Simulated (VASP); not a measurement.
# TePb (Fm-3m) in VASP: a series of runs, part 2 of 2

VASP 6.6.1. The steps go on from the part before.

**3. Vibrations by perturbation theory, LDA**

This run uses another cell than the first one, of 32.49 Å³/atom, 1.038 times its volume.

INCAR reads:

```
ALGO     = Normal         # electronic algorithm
EDIFF    = 1E-8           # SCF threshold, eV
ENCUT    = 500            # plane-wave cutoff, eV
GGA      = CA             # functional
GGA_COMPAT= F            
IBRION   = 8              # ionic algorithm
ISIF     = 2              # what is computed and relaxed
ISMEAR   = 0              # smearing method
LASPH    = T              # aspherical terms in the spheres
LCHARG   = F              # write CHGCAR
LREAL    = F              # projectors in reciprocal space
LWAVE    = F              # write WAVECAR
NELM     = 120            # most SCF steps
NSW      = 1              # ionic steps
PREC     = Accurate       # precision mode
SIGMA    = 0.01           # smearing width, eV
```

KPOINTS reads:

```
k-points
0
Gamma
  6 6 6
```

POSCAR reads:

```
TePb
1.0
    3.1909121651      3.1909121651      0.0000000000
   -3.1909121651      3.1909121651      0.0000000000
    0.0000000000      3.1909121651      3.1909121651
Te Pb
1 1
Direct
    0.5000000000      0.5000000000      0.0000000000
    0.0000000000      0.0000000000      0.0000000000
```

Potentials or basis: VASP PAW LDA potentials, release 64 (Te, Pb_d).

On the command line:

```
$ cat potpaw_LDA.64/Te/POTCAR potpaw_LDA.64/Pb_d/POTCAR > POTCAR
$ mpirun -np 1 vasp_std > vasp.out
```

OUTCAR:

```text
EDIFF = 1E-8
   ENCUT = 500
   GGA = CA
   IBRION = 8
   ISIF = 2
   ISMEAR = 0
   LASPH = T
   LREAL = F
   NELM = 120
   NSW = 1
   PREC = Accurate

 ion  position               nearest neighbor table
   1  0.500  0.500  0.000-   2 3.19   2 3.19   2 3.19   2 3.19   2 3.19   2 3.19
   2  0.000  0.000  0.000-   1 3.19   1 3.19   1 3.19   1 3.19   1 3.19   1 3.19

  LATTYP: Found a face centered cubic cell.
 ALAT       =     6.3818243302

  Lattice vectors:

 A1 = (   0.0000000000,   3.1909121651,   3.1909121651)
 A2 = (   3.1909121651,   0.0000000000,   3.1909121651)
 A3 = (   3.1909121651,   3.1909121651,   0.0000000000)

Analysis of symmetry for initial positions (statically):
=====================================================================
 Subroutine PRICEL returns:
 Original cell was already a primitive cell.

[... 492 lines left out ...]

 INTERNAL STRAIN TENSOR  FOR ION    2  DIRECTION 1   (eV/Angst):
 -----------------------------------------------------------------------------
    -0.01591 -0.00000  0.00000
    -0.00000  0.00313 -0.00000
     0.00000 -0.00000  0.00313

 INTERNAL STRAIN TENSOR FOR ION    2 for displacements in x,y,z  (eV/Angst):
          X           Y           Z          XY          YZ          ZX
  --------------------------------------------------------------------------------
  x     0.00000     0.00000     0.00000     0.00000     0.00000     0.00000
  y     0.00000     0.00000     0.00000     0.00000     0.00000     0.00000
  z     0.00000     0.00000     0.00000     0.00000     0.00000     0.00000

 SECOND DERIVATIVES (NOT SYMMETRIZED)
 ------------------------------------
               1X          1Y          1Z          2X          2Y          2Z
  1X    -0.372110   -0.000000    0.000000    0.372110    0.000000   -0.000000
  1Y     0.000000   -0.372110   -0.000000   -0.000000    0.372110    0.000000
  1Z    -0.000000   -0.000000   -0.372110    0.000000    0.000000    0.372110
  2X     0.371489    0.000000    0.000000   -0.371489    0.000000    0.000000
  2Y     0.000000    0.371489    0.000000    0.000000   -0.371489    0.000000
  2Z     0.000000    0.000000    0.371489    0.000000    0.000000   -0.371489

 Eigenvectors and eigenvalues of the dynamical matrix
 ----------------------------------------------------

   1 f  =    1.072805 THz     6.740632 2PiTHz   35.784920 cm-1     4.436763 meV
             X         Y         Z           dx          dy          dz
      0.000000  3.190912  0.000000     0.000000   -0.786937    0.000000
      0.000000  0.000000  0.000000     0.000000    0.617033    0.000000
[... 21 lines left out ...]
   6 f/i=    0.000435 THz     0.002731 2PiTHz    0.014501 cm-1     0.001798 meV
             X         Y         Z           dx          dy          dz
      0.000000  3.190912  0.000000     0.502670   -0.357844    0.000000
      0.000000  0.000000  0.000000     0.641084   -0.456379    0.000000

--------------------------------------------------------------------------------------------------------

 ELASTIC MODULI CONTR FROM IONIC RELAXATION (kBar)
 Direction    XX          YY          ZZ          XY          YZ          ZX
 --------------------------------------------------------------------------------
 XX           0.0000      0.0000      0.0000      0.0000      0.0000      0.0000
 YY           0.0000      0.0000      0.0000      0.0000      0.0000      0.0000
 ZZ           0.0000      0.0000      0.0000      0.0000      0.0000      0.0000
 XY           0.0000      0.0000      0.0000      0.0000      0.0000      0.0000
 YZ           0.0000      0.0000      0.0000      0.0000      0.0000      0.0000
 ZX           0.0000      0.0000      0.0000      0.0000      0.0000      0.0000
 --------------------------------------------------------------------------------
```

OSZICAR:

```text
N       E                     dE             d eps       ncg     rms          rms(c)
DAV:   1     0.149533249962E+03    0.14953E+03   -0.92038E+03   448   0.134E+03
DAV:   2     0.178292069438E+01   -0.14775E+03   -0.14577E+03   466   0.336E+02
DAV:   3    -0.862063888077E+01   -0.10404E+02   -0.10375E+02   604   0.981E+01
DAV:   4    -0.888497040883E+01   -0.26433E+00   -0.26425E+00   580   0.184E+01
[... 42 lines left out ...]
RMM:  10    -0.337117463648E+00   -0.15822E-06   -0.74736E-09  1466   0.287E-04    0.118E-05
RMM:  11    -0.337117492879E+00   -0.29231E-07    0.65301E-11  1470   0.120E-04    0.792E-06
RMM:  12    -0.337117539984E+00   -0.47105E-07   -0.28375E-09  1403   0.665E-05    0.714E-06
RMM:  13    -0.337117499463E+00    0.40522E-07    0.25327E-09  1381   0.322E-05    0.651E-07
RMM:  14    -0.337117505098E+00   -0.56352E-08   -0.96076E-10  1206   0.167E-05    0.584E-07
 Linear response finished
```

stdout:

```text
POSCAR found type information on POSCAR TePb
 POSCAR found :  2 types and       2 ions
 scaLAPACK will be used
 LDA part: xc-table for (Slater(with rela. corr.)+CA(PZ))
 , standard interpolation
 POSCAR, INCAR and KPOINTS ok, starting setup
 FFT: planning ... GRIDC
 FFT: planning ... GRID_SOFT
 FFT: planning ... GRID
 WAVECAR not read
 entering main loop
 Linear response reoptimize wavefunctions to high precision
 Linear response DOF=           2
 Linear response progress:
 first order change of Fermi-energy   0.40201E-03
 force on displaced ion       1 direction 1 :  -0.372  -0.000   0.000
 Linear response progress:
 first order change of Fermi-energy  -0.37624E-03
 force on displaced ion       2 direction 1 :  -0.371  -0.000  -0.000
 Linear response finished
```

It took 67 s on 1 thread of Intel Xeon 6975P-C (Granite Rapids), shared host; peak memory 0.24 GiB.

What came out:

| Item | Value |
| --- | --- |
| Highest phonon frequency at Γ, LO-TO splitting left out | 36 cm⁻¹ |

Phonon frequencies in cm⁻¹ (negative: imaginary):
| q point | frequencies |
| --- | --- |
| (0.000, 0.000, 0.000) | 0 0 0 36 36 36 |

Caveat: spin-orbit coupling is left out, which moves the levels of the heavy elements.

**4. Vibrations by perturbation theory, LDA**

This run uses another cell than the first one, of 34.02 Å³/atom, 1.087 times its volume.

INCAR reads:

```
SYSTEM = TePb
  PREC = Accurate
  ENCUT = 500
  EDIFF = 1E-8
  ISMEAR = 0
  SIGMA = 0.01
  LREAL = .False.
  LASPH = .True.
  NELM = 120
  ALGO = Normal
  ISIF = 2
  LWAVE = .False.
  LCHARG = .True.
  GGA = CA
  IBRION = 8
  NSW = 1
  GGA_COMPAT = .False.
```

KPOINTS reads:

```
regular mesh
0
Gamma
  6 6 6
  0 0 0
```

POSCAR reads:

```
TePb
1.0
    3.2400936655      3.2400936655      0.0000000000
   -3.2400936655      3.2400936655      0.0000000000
    0.0000000000      3.2400936655      3.2400936655
Te Pb
1 1
Direct
    0.5000000000      0.5000000000      0.0000000000
    0.0000000000      0.0000000000      0.0000000000
```

Potentials or basis: VASP PAW LDA potentials, release 64 (Te, Pb_d).

On the command line:

```
$ cat potpaw_LDA.64/Te/POTCAR potpaw_LDA.64/Pb_d/POTCAR > POTCAR
$ mpirun -np 1 vasp_std > vasp.out
```

OUTCAR:

```text
SYSTEM = TePb
   PREC = Accurate
   ENCUT = 500
   EDIFF = 1E-8
   ISMEAR = 0
   LREAL = .False.
   LASPH = .True.
   NELM = 120
   ISIF = 2
   GGA = CA
   IBRION = 8
   NSW = 1

 ion  position               nearest neighbor table
   1  0.500  0.500  0.000-   2 3.24   2 3.24   2 3.24   2 3.24   2 3.24   2 3.24
   2  0.000  0.000  0.000-   1 3.24   1 3.24   1 3.24   1 3.24   1 3.24   1 3.24

  LATTYP: Found a face centered cubic cell.
 ALAT       =     6.4801873310
[... 520 lines left out ...]
               1X          1Y          1Z          2X          2Y          2Z
  1X     0.042037    0.000000   -0.000000   -0.042037   -0.000000    0.000000
  1Y    -0.000000    0.042037    0.000000    0.000000   -0.042037   -0.000000
  1Z     0.000000    0.000000    0.042037   -0.000000   -0.000000   -0.042037
  2X    -0.032456    0.000000    0.000000    0.032456    0.000000    0.000000
  2Y     0.000000   -0.032456    0.000000    0.000000    0.032456    0.000000
  2Z     0.000000    0.000000   -0.032456    0.000000    0.000000    0.032456

 Eigenvectors and eigenvalues of the dynamical matrix
 ----------------------------------------------------

   1 f  =    0.020852 THz     0.131020 2PiTHz    0.695564 cm-1     0.086239 meV
             X         Y         Z           dx          dy          dz
      0.000000  3.240094  0.000000     0.036472   -0.567008   -0.026733
      0.000000  0.000000  0.000000     0.052736   -0.819867   -0.038655
[... 21 lines left out ...]
   6 f/i=    0.345305 THz     2.169613 2PiTHz   11.518125 cm-1     1.428065 meV
             X         Y         Z           dx          dy          dz
      0.000000  3.240094  0.000000    -0.243257    0.785674    0.000000
      0.000000  0.000000  0.000000     0.168233   -0.543361   -0.000000

--------------------------------------------------------------------------------------------------------

 ELASTIC MODULI CONTR FROM IONIC RELAXATION (kBar)
 Direction    XX          YY          ZZ          XY          YZ          ZX
 --------------------------------------------------------------------------------
 XX           0.0000      0.0000      0.0000      0.0000      0.0000      0.0000
 YY           0.0000      0.0000      0.0000      0.0000      0.0000      0.0000
 ZZ           0.0000      0.0000      0.0000      0.0000      0.0000      0.0000
 XY           0.0000      0.0000      0.0000      0.0000      0.0000      0.0000
 YZ           0.0000      0.0000      0.0000      0.0000      0.0000      0.0000
 ZX           0.0000      0.0000      0.0000      0.0000      0.0000      0.0000
 --------------------------------------------------------------------------------
```

OSZICAR:

```text
N       E                     dE             d eps       ncg     rms          rms(c)
DAV:   1     0.150139935297E+03    0.15014E+03   -0.91785E+03   448   0.136E+03
DAV:   2     0.325671509811E+01   -0.14688E+03   -0.14332E+03   454   0.328E+02
DAV:   3    -0.857114730711E+01   -0.11828E+02   -0.11676E+02   586   0.100E+02
[... 42 lines left out ...]
RMM:   9    -0.337535389953E+00   -0.41807E-06   -0.18171E-08  1488   0.663E-04    0.968E-06
RMM:  10    -0.337535593655E+00   -0.20370E-06    0.15243E-09  1413   0.297E-04    0.811E-06
RMM:  11    -0.337535620709E+00   -0.27054E-07   -0.15740E-08  1458   0.139E-04    0.294E-06
RMM:  12    -0.337535659626E+00   -0.38917E-07   -0.31418E-09  1453   0.724E-05    0.115E-06
RMM:  13    -0.337535647435E+00    0.12191E-07   -0.35774E-09  1399   0.355E-05    0.737E-07
RMM:  14    -0.337535654012E+00   -0.65763E-08   -0.17733E-09  1126   0.180E-05    0.237E-07
 Linear response finished
```

Wall time 68 s (1 thread of Intel Xeon 6975P-C (Granite Rapids), shared host); peak memory 0.26 GiB.

Results:

```yaml
Highest_phonon_frequency_at_Γ_LO-TO_splitting_left_out: 1 cm⁻¹
```

Phonon frequencies in cm⁻¹ (negative: imaginary):
```tsv
q point	frequencies
(0.000, 0.000, 0.000)	-12 -12 -12 1 1 1
```

Caveat: the cell wasn't relaxed at this level first, which shifts response properties; some modes are imaginary; spin-orbit coupling is left out, which moves the levels of the heavy elements.
